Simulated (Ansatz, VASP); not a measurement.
**Two plane-wave programs on AlN**

```
Al N
1.0
     2.20159   -2.20159    0.00000
     2.20159    0.00000   -2.20159
    11.00794    7.70555    7.70555
Al N
6 6
Direct
  0.80210 0.80210 0.39580
  0.21877 0.21877 0.22913
  0.38543 0.38543 0.56247
  0.55210 0.55210 0.89580
  0.96877 0.96877 0.72913
  0.63543 0.63543 0.06247
  0.44793 0.44793 0.43747
  0.86460 0.86460 0.27080
  0.03127 0.03127 0.60413
  0.19793 0.19793 0.93747
  0.61460 0.61460 0.77080
  0.28127 0.28127 0.10413
```

Alike in both runs: task single point; functional PBE; k mesh 8 × 8 × 2; occupations gaussian, width 0.05 eV; no spin polarisation.

|  | VASP | Ansatz |
| --- | --- | --- |
| version | VASP 6.6.1 | Ansatz 0.2.0 |
| potentials or method | VASP PAW PBE potentials, release 64 (Al, N), cutoff 520 eV | scalar-relativistic, plane waves, PAW |
| valence electrons in the cell | 48 | 48 |

```csv
,VASP,Ansatz,Ansatz less VASP
gap on the k mesh at the Fermi level (eV),2.99,3.00,+0.008
pressure (GPa),-1.4,-1.1,+0.27
"traceless stress, the component that is largest in VASP (GPa)",5.42,5.41,-0.002
rms of the force components (eV/Å),0.243,0.245,+0.0018
```

Atom by atom the forces differ by 0.004 eV/Å (rms over components). With one functional, cell and mesh, what is left measures potentials, basis and numerics.
